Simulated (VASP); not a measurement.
Set up this calculation in VASP 6.6.1, as the native input.

* Task: single point
* Functional: PBE
* Potentials or basis: VASP PAW PBE potentials, release 64 (Cs_sv, Ba_sv)
* Cutoff: 520 eV
* k mesh: 1 × 1 × 1
* Occupations: gaussian, width 0.0680285 eV
* Spin: no spin polarisation
* Dipole correction: no
* Further INCAR settings: ALGO = Fast; EDIFF = 1e-06; NBANDS = 28

The structure of CsBa3 lies in POSCAR:

```
CsBa3
1.0
    6.6043710000      0.0000000000      0.0000000000
    0.0000000000      6.6043710000      0.0000000000
    0.0000000000      0.0000000000      6.6043710000
Cs Ba
1 3
Direct
    0.0075707437      0.0000000000      0.0000000000
    0.0000000000      0.5000000000      0.5000000000
    0.5000000000      0.0000000000      0.5000000000
    0.5000000000      0.5000000000      0.0000000000
```

The input as run:

INCAR

```
SYSTEM = CsBa3
ALGO = Fast ; EDIFF = 1E-6
ENCUT = 520 ; GGA = PE
ISIF = 2 ; ISMEAR = 0
LASPH = .TRUE. ; LCHARG = .FALSE.
LREAL = .FALSE. ; LWAVE = .FALSE.
NBANDS = 28 ; NELM = 100
PREC = Accurate ; SIGMA = 0.06802846561497
```

KPOINTS

```
k-points
0
G
  1 1 1
  0 0 0
```

Potentials or basis: VASP PAW PBE potentials, release 64 (Cs_sv, Ba_sv).

Command:

```bash
$ cat potpaw_PBE.64/Cs_sv/POTCAR potpaw_PBE.64/Ba_sv/POTCAR > POTCAR
$ mpirun -np 1 vasp_gam > vasp.out
```

It gave:

The pressure is -3.7 GPa. The largest force is 0.064 eV/Å.

Caveat: the k points lie up to 0.95 Å⁻¹ apart.

Wall time 8.6 s on 1 thread of AMD EPYC 9R45 (Zen 5), with other jobs on the host, peak memory 0.29 GiB.
